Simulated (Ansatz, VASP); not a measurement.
## Two plane-wave programs on Zn

```xyz
10
Lattice="2.6354 0.0000 0.0000 0.0000 5.0918 0.0000 0.0000 0.0000 24.8901" Properties=species:S:1:pos:R:3 pbc="T T T"
Zn    0.0000    3.8189    7.7082
Zn    1.3177    1.2730    7.7055
Zn    1.3177    3.8189   10.1168
Zn    0.0000    1.2730   10.1132
Zn    0.0000    3.8189   12.4468
Zn    1.3177    1.2730   12.4434
Zn    1.3177    3.8189   14.7769
Zn    0.0000    1.2730   14.7734
Zn    0.0000    3.8189   17.1846
Zn    1.3177    1.2730   17.1819
```

Alike in both runs: functional PBE; k mesh 13 × 7 × 1; occupations gaussian, width 0.1 eV; no spin polarisation.

Ansatz relaxed the structure, and its values are those at the end. VASP's run is a single point on that final structure, the one shown.

|  | VASP | Ansatz |
| --- | --- | --- |
| version | VASP 6.6.1 | Ansatz 0.2.0 |
| potentials or method | VASP PAW PBE potentials, release 64 (Zn), cutoff 520 eV | scalar-relativistic, plane waves, PAW |
| valence electrons in the cell | 120 | 120 |

```tsv
	VASP	Ansatz	Ansatz less VASP
gap on the k mesh at the Fermi level (eV)	none	none	-
rms of the force components (eV/Å)	0.005	0.002	-0.0032
```

A gap of «none» marks a metal or a gap that the smearing closes. With one functional, cell and mesh, what is left measures potentials, basis and numerics.
